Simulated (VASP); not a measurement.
A run of VASP 6.6.1:

The input POSCAR:

```
NaF
1.0
    0.0000000000      2.2971680881      2.4120264925
    2.2971680881      0.0000000000      2.4120264925
    2.2971680881      2.2971680881      0.0000000000
Na F
1 1
Direct
    0.0000000000      0.0000000000      0.0000000000
    0.5000000000      0.5000000000      0.5000000000
```

The input INCAR.step1:

```
ALGO = Normal
EDIFF = 1E-4
ENCUT = 520
GGA = PE
ISMEAR = 0
LASPH = True
LCHARG = False
LREAL = False
LWAVE = True
NBANDS = 14
NELM = 60
PREC = Accurate
SIGMA = 0.01
```

Contents of INCAR.step2:

```
ALGO = Normal
EDIFF = 1E-7
ENCUT = 520
ISIF = 2
ISMEAR = 0
ISTART = 1
LASPH = True
LCHARG = False
LMIXTAU = True
LREAL = False
LWAVE = False
METAGGA = R2SCAN
NBANDS = 14
NELM = 60
PREC = Accurate
SIGMA = 0.01
```

The input KPOINTS:

```
k-points
0
Gamma
  10 10 10
```

Potentials or basis: VASP PAW PBE potentials, release 64 (Na_pv, F).

Command:

```sh
$ cat potpaw_PBE.64/Na_pv/POTCAR potpaw_PBE.64/F/POTCAR > POTCAR
$ cp INCAR.step1 INCAR
$ mpirun -np 1 vasp_std > vasp.out
$ cp INCAR.step2 INCAR
$ mpirun -np 1 vasp_std > vasp.out
```

Hardware: 1 thread of Intel Xeon 6975P-C, on a shared host.

Task: How long does it take, and how much memory?

Result: It took 96 s on 1 thread of Intel Xeon 6975P-C, with other jobs on the host, peak memory 0.17 GiB. Counts: k points 102.
